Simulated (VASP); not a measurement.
# AgCl (zincblende type) (F-43m) in VASP: single point with PBE

Aim: the single point of AgCl (zincblende type) with PBE.

Everything below comes from runs of VASP 6.6.1. Logs are shortened: lines on timing, memory, paths and dates and some standing lists are left out, and cuts for length are marked.

## (1) The cell of the first run

Symmetry: F-43m, No. 216, cubic system. Conventional cell: a = 6.059 Å, b = 6.059 Å, c = 6.059 Å, α = 90.00°, β = 90.00°, γ = 90.00°. Within 3.5 Å of Ag (site symmetry -43m) lie 4 Cl at 2.62 Å. Within 3.5 Å of Cl (site symmetry -43m) lie 4 Ag at 2.62 Å.

## (2) Single point, PBE, collinear spin, ferrimagnetic start

INCAR reads:

```
SYSTEM = AgCl
PREC = Accurate
ENCUT = 520
EDIFF = 1E-6
ISMEAR = -1
SIGMA = 0.03
LREAL = .FALSE.
LASPH = .TRUE.
NELM = 150
ALGO = Normal
ISIF = 2
LWAVE = .FALSE.
LCHARG = .FALSE.
ISPIN = 2
MAGMOM = 1 -4
LORBIT = 11
LMAXMIX = 4
GGA = PE
NBANDS = 20
```

KPOINTS reads:

```
regular mesh
0
G
  11 11 11
  0 0 0
```

POSCAR reads:

```
AgCl
1.0
    0.0000000000      3.0295479172      3.0295479172
    3.0295479172      0.0000000000      3.0295479172
    3.0295479172      3.0295479172      0.0000000000
Ag Cl
1 1
Direct
    0.0000000000      0.0000000000      0.0000000000
    0.2500000000      0.2500000000      0.2500000000
```

Potentials or basis: VASP PAW PBE potentials, release 64 (Ag, Cl).

Launch:

```console
$ cat potpaw_PBE.64/Ag/POTCAR potpaw_PBE.64/Cl/POTCAR > POTCAR
$ mpirun -np 1 vasp_std > vasp.out
```

OUTCAR:

```text
SYSTEM = AgCl
   PREC = Accurate
   ENCUT = 520
   EDIFF = 1E-6
   ISMEAR = -1
   LREAL = .FALSE.
   LASPH = .TRUE.
   NELM = 150
   ISIF = 2
   ISPIN = 2
   LORBIT = 11
   GGA = PE

 ion  position               nearest neighbor table
   1  0.000  0.000  0.000-   2 2.62   2 2.62   2 2.62   2 2.62
   2  0.250  0.250  0.250-   1 2.62   1 2.62   1 2.62   1 2.62

  LATTYP: Found a face centered cubic cell.
 ALAT       =     6.0590958344

  Lattice vectors:

 A1 = (   0.0000000000,   3.0295479172,   3.0295479172)
 A2 = (   3.0295479172,   0.0000000000,   3.0295479172)
 A3 = (   3.0295479172,   3.0295479172,   0.0000000000)

Analysis of symmetry for initial positions (statically):
=====================================================================
 Subroutine PRICEL returns:
 Original cell was already a primitive cell.

 Routine SETGRP: Setting up the symmetry group for a
 face centered cubic supercell.

 Subroutine GETGRP returns: Found 24 space group operations
 (whereof 24 operations were pure point group operations)
 out of a pool of 48 trial point group operations.

The static configuration has the point symmetry T_d .

Analysis of symmetry for dynamics (positions and initial velocities):
=====================================================================
 Subroutine PRICEL returns:
 Original cell was already a primitive cell.

 Routine SETGRP: Setting up the symmetry group for a
 face centered cubic supercell.

 Subroutine GETGRP returns: Found 24 space group operations
 (whereof 24 operations were pure point group operations)
 out of a pool of 48 trial point group operations.

The dynamic configuration has the point symmetry T_d .

Analysis of structural, dynamic, and magnetic symmetry:
=====================================================================
 Subroutine PRICEL returns:
 Original cell was already a primitive cell.

 Routine SETGRP: Setting up the symmetry group for a
 face centered cubic supercell.

 Subroutine GETGRP returns: Found 24 space group operations
 (whereof 24 operations were pure point group operations)
 out of a pool of 48 trial point group operations.

The overall configuration has the point symmetry T_d .

 Subroutine INISYM returns: Found 24 space group operations
 (whereof 24 operations are pure point group operations),
 and found     1 'primitive' translations

----------------------------------------------------------------------------------------

                                     Primitive cell

  volume of cell :      55.6114

  direct lattice vectors                    reciprocal lattice vectors
     0.000000000  3.029547917  3.029547917    -0.165041126  0.165041126  0.165041126
     3.029547917  0.000000000  3.029547917     0.165041126 -0.165041126  0.165041126
     3.029547917  3.029547917  0.000000000     0.165041126  0.165041126 -0.165041126

  length of vectors
     4.284427752  4.284427752  4.284427752     0.285859616  0.285859616  0.285859616

  position of ions in fractional coordinates (direct lattice)
     0.000000000  0.000000000  0.000000000
     0.250000000  0.250000000  0.250000000

  ion indices of the primitive-cell ions
   primitive index   ion index
                 1           1
                 2           2

----------------------------------------------------------------------------------------

 KPOINTS: regular mesh

Automatic generation of k-mesh.
 Grid dimensions read from file:
 generate k-points for:   11   11   11

 Generating k-lattice:

  Cartesian coordinates                     Fractional coordinates (reciprocal lattice)
    -0.015003739  0.015003739  0.015003739     0.090909091  0.000000000  0.000000000
     0.015003739 -0.015003739  0.015003739     0.000000000  0.090909091  0.000000000
     0.015003739  0.015003739 -0.015003739     0.000000000  0.000000000  0.090909091

  Length of vectors
     0.025987238  0.025987238  0.025987238

  Shift w.r.t. Gamma in fractional coordinates (k-lattice)
     0.000000000  0.000000000  0.000000000

 Subroutine IBZKPT returns following result:
 ===========================================

 Found     56 irreducible k-points:

 Following reciprocal coordinates:
            Coordinates               Weight
  0.000000  0.000000  0.000000      1.000000
  0.090909  0.000000  0.000000      8.000000
  0.181818  0.000000  0.000000      8.000000
  0.272727  0.000000  0.000000      8.000000
  0.363636  0.000000  0.000000      8.000000
  0.454545  0.000000  0.000000      8.000000
[... 16 lines left out ...]
 -0.272727  0.181818  0.000000     24.000000
 -0.181818  0.181818  0.000000     12.000000
 [... further k-points ...]
   k-points           NKPTS =     56   k-points in BZ     NKDIM =     56   number of bands    NBANDS=     20
   number of dos      NEDOS =    301   number of ions     NIONS =      2
   total plane-waves  NPLWV =  32768
   dimension x,y,z NGX =    32 NGY =   32 NGZ =   32
   dimension x,y,z NGXF=    64 NGYF=   64 NGZF=   64
   ions per type =               1   1
   NGX,Y,Z   is equivalent  to a cutoff of  12.42, 12.42, 12.42 a.u.
   NGXF,Y,Z  is equivalent  to a cutoff of  24.83, 24.83, 24.83 a.u.
 SYSTEM =  AgCl
   PREC   = accura    normal or accurate (medium, high low for compatibility)
   ISTART =      0    job   : 0-new  1-cont  2-samecut
   ICHARG =      2    charge: 1-file 2-atom 10-const
   ISPIN  =      2    spin polarized calculation?
   LNONCOLLINEAR =      F non collinear calculations
   LSORBIT =      F    spin-orbit coupling
   LASPH  =      T    aspherical Exc in radial PAW
   ENCUT  =  520.0 eV  38.22 Ry    6.18 a.u.   7.97  7.97  7.97*2*pi/ulx,y,z
   NELM   =    150;   NELMIN=  2; NELMDL= -5     # of ELM steps
   EDIFF  = 0.1E-05   stopping-criterion for ELM
   LREAL  =      F    real-space projection
   EDIFFG = 0.1E-04   stopping-criterion for IOM
   NSW    =      0    number of steps for IOM
   IBRION =     -1    ionic relax: 0-MD 1-quasi-New 2-CG
   NFREE  =      0    steps in history (QN), initial steepest desc. (CG)
   ISIF   =      2    stress and relaxation
   ISYM   =      2    0-nonsym 1-usesym 2-fastsym
   POTIM  = 0.5000    time-step for ionic-motion
   TEBEG  =    0.0;   TEEND  =   0.0 temperature during run
   PSTRESS=    0.0 pullay stress
   NELECT =      18.0000    total number of electrons
   NUPDOWN=      -1.0000    fix difference up-down
   EMIN   =  10.00;   EMAX   =-10.00  energy-range for DOS
   EFERMI =   0.00;   METHOD = LEGACY
   ISMEAR =    -1;   SIGMA  =   0.03  broadening in eV -4-tet -1-fermi 0-gaus
   EFERMI_NEDOS =   21; number of points for ismear=-14 and -15
   IALGO  =     38    algorithm
   IMIX   =      4    mixing-type and parameters
     AMIX     =   0.40;   BMIX     =  1.00
     AMIX_MAG =   1.60;   BMIX_MAG =  1.00
  volume/ion in A,a.u.               =      27.81       187.64
  Fermi-wavevector in a.u.,A,eV,Ry     =   1.124030  2.124108 17.190187  1.263443
  Thomas-Fermi vector in A             =   2.260699
   LORBIT       =     11    0 simple, 1 ext, 2 COOP (PROOUT), +10 PAW based schemes
   GGA     = PE    functional components
   LHFCALC =     F    Hartree Fock is set to
   AEXX    =    0.0000 exact exchange contribution
   IVDW    =     0    specifies the selected vdW correction
   LEPSILON=     F    determine dielectric tensor
   LRPA    =     F    only Hartree local field effects (RPA)
 spin polarized calculation
  energy-cutoff  :      520.00
  volume of cell :       55.61
 maximum number of plane-waves:      1510
   NGX = 15   NGY = 15   NGZ = 15

 number of electron      17.9999995 magnetization       0.0001503

 number of electron      17.9999995 magnetization      -0.0000122

 Free energy of the ion-electron system (eV)
  ---------------------------------------------------
  ext. energy  EPLUGINS =         0.00000000
  ---------------------------------------------------
  free energy    TOTEN  =        -5.45319076 eV

  energy without entropy =       -5.45319076  energy(sigma->0) =       -5.45319076

 E-fermi :   2.0593     XC(G=0):  -8.3703

 val. band max:        1.3986665042   @ k =   0.0000   0.0000   0.0000
 cond. band min:       2.6921282792   @ k =   0.0000   0.0000   0.0000
 fundamental gap:      1.2934617750
 Fermi energy:         2.0593490511

 spin component 1

 k-point     1 :       0.0000    0.0000    0.0000
  band No.  band energies     occupation
      1     -13.2649      1.00000
      2      -2.4819      1.00000
      3      -2.4819      1.00000
      4      -2.4819      1.00000
      5      -0.6156      1.00000
      6      -0.6156      1.00000
[... 12 lines left out ...]
     19      15.6585      0.00000
     20      17.2828      0.00000

 k-point     2 :       0.0909    0.0000    0.0000
  band No.  band energies     occupation
      1     -13.2523      1.00000
      2      -2.5037      1.00000
      3      -2.4664      1.00000
      4      -2.4664      1.00000
      5      -0.6181      1.00000
      6      -0.6181      1.00000
[... 12 lines left out ...]
     19      16.2571      0.00000
     20      18.1559      0.00000

 k-point     3 :       0.1818    0.0000    0.0000
  band No.  band energies     occupation
      1     -13.2181      1.00000
      2      -2.5493      1.00000
      3      -2.4255      1.00000
      4      -2.4255      1.00000
      5      -0.6201      1.00000
      6      -0.6201      1.00000
[... 12 lines left out ...]
     19      17.4457      0.00000
     20      19.5303      0.00000

 k-point     4 :       0.2727    0.0000    0.0000
  band No.  band energies     occupation
      1     -13.1730      1.00000
      2      -2.5789      1.00000
      3      -2.3734      1.00000
      4      -2.3734      1.00000
      5      -0.6102      1.00000
      6      -0.6102      1.00000
[... 429 lines left out ...]
 k-point    23 :      -0.2727    0.1818    0.0000
  band No.  band energies     occupation
      1     -13.1195      1.00000
      2      -2.5174      1.00000
      3      -2.3450      1.00000
      4      -2.3006      1.00000
      5      -0.6440      1.00000
      6      -0.5569      1.00000
[... 12 lines left out ...]
     19      18.3612      0.00000
     20      19.1629      0.00000

 k-point    24 :      -0.1818    0.1818    0.0000
  band No.  band energies     occupation
      1     -13.1580      1.00000
      2      -2.5685      1.00000
      3      -2.3574      1.00000
      4      -2.3555      1.00000
      5      -0.6563      1.00000
      6      -0.5684      1.00000
[... 12 lines left out ...]
     19      18.8262      0.00000
     20      19.7856      0.00000

 [... further k-points ...]

 spin component 2

 k-point     1 :       0.0000    0.0000    0.0000
  band No.  band energies     occupation
      1     -13.2649      1.00000
      2      -2.4819      1.00000
      3      -2.4819      1.00000
      4      -2.4819      1.00000
      5      -0.6155      1.00000
      6      -0.6155      1.00000
[... 12 lines left out ...]
     19      15.6585      0.00000
     20      17.2830      0.00000

 k-point     2 :       0.0909    0.0000    0.0000
  band No.  band energies     occupation
      1     -13.2523      1.00000
      2      -2.5037      1.00000
      3      -2.4665      1.00000
      4      -2.4665      1.00000
      5      -0.6180      1.00000
      6      -0.6180      1.00000
[... 12 lines left out ...]
     19      16.2571      0.00000
     20      18.1560      0.00000

 k-point     3 :       0.1818    0.0000    0.0000
  band No.  band energies     occupation
      1     -13.2181      1.00000
      2      -2.5494      1.00000
      3      -2.4256      1.00000
      4      -2.4256      1.00000
      5      -0.6200      1.00000
      6      -0.6200      1.00000
[... 12 lines left out ...]
     19      17.4457      0.00000
     20      19.5303      0.00000

 k-point     4 :       0.2727    0.0000    0.0000
  band No.  band energies     occupation
      1     -13.1730      1.00000
      2      -2.5789      1.00000
      3      -2.3734      1.00000
      4      -2.3734      1.00000
      5      -0.6101      1.00000
      6      -0.6101      1.00000
[... 429 lines left out ...]
 k-point    23 :      -0.2727    0.1818    0.0000
  band No.  band energies     occupation
      1     -13.1196      1.00000
      2      -2.5174      1.00000
      3      -2.3450      1.00000
      4      -2.3006      1.00000
      5      -0.6440      1.00000
      6      -0.5569      1.00000
[... 12 lines left out ...]
     19      18.3612      0.00000
     20      19.1628      0.00000

 k-point    24 :      -0.1818    0.1818    0.0000
  band No.  band energies     occupation
      1     -13.1580      1.00000
      2      -2.5685      1.00000
      3      -2.3574      1.00000
      4      -2.3555      1.00000
      5      -0.6563      1.00000
      6      -0.5684      1.00000
[... 12 lines left out ...]
     19      18.8262      0.00000
     20      19.7858      0.00000

 [... further k-points ...]

------------------------ aborting loop because EDIFF is reached ----------------------------------------

  FORCE on cell =-STRESS in cart. coord.  units (eV):
  Direction    XX          YY          ZZ          XY          YZ          ZX
  --------------------------------------------------------------------------------------
  -------------------------------------------------------------------------------------
  Total       -0.0353564     -0.0353564     -0.0353564     -0.0000000      0.0000000      0.0000000
  in kB       -1.0186267     -1.0186267     -1.0186267     -0.0000000      0.0000000      0.0000000
  external PRESSURE =      -1.0186267 kB  Pullay stress =       0.0000000 kB

 VOLUME and BASIS-vectors are now :
 -----------------------------------------------------------------------------
  energy-cutoff  :      520.00
  volume of cell :       55.61
      direct lattice vectors                 reciprocal lattice vectors
     0.000000000  3.029547917  3.029547917    -0.165041126  0.165041126  0.165041126
     3.029547917  0.000000000  3.029547917     0.165041126 -0.165041126  0.165041126
     3.029547917  3.029547917  0.000000000     0.165041126  0.165041126 -0.165041126

 POSITION                                       TOTAL-FORCE (eV/Angst)
 -----------------------------------------------------------------------------------
      0.00000      0.00000      0.00000         0.000000      0.000000      0.000000
      1.51477      1.51477      1.51477        -0.000000     -0.000000     -0.000000
 -----------------------------------------------------------------------------------
    total drift:                               -0.000000     -0.000000     -0.000000

  FREE ENERGIE OF THE ION-ELECTRON SYSTEM (eV)
  ---------------------------------------------------
  free  energy   TOTEN  =        -5.4531907558 eV

  energy  without entropy=       -5.4531907558  energy(sigma->0) =       -5.45319076

 total charge

# of ion       s       p       d       tot
------------------------------------------
    1        0.217   0.165   9.359   9.740
    2        1.593   3.483   0.000   5.076
--------------------------------------------------
tot          1.810   3.648   9.359  14.816

 magnetization (x)

# of ion       s       p       d       tot
------------------------------------------
    1        0.000   0.000  -0.000   0.000
    2        0.000   0.000   0.000   0.000
--------------------------------------------------
tot          0.000   0.000  -0.000   0.000
```

Run time: 2.5 min. Hardware: 1 thread of Intel Xeon 6975P-C, shared host; peak memory 0.26 GiB.

What came out:

* Free energy: -5.4532 eV
* Pressure: -0.1 GPa
* Band gap on the k mesh: 1.29 eV, direct
* Net moment: 0.00 μB per cell
* Valence electrons inside the program's atomic spheres: Ag 9.74; Cl 5.08

A k mesh can miss the band edges. As with any semilocal functional, this PBE gap is likely too small.
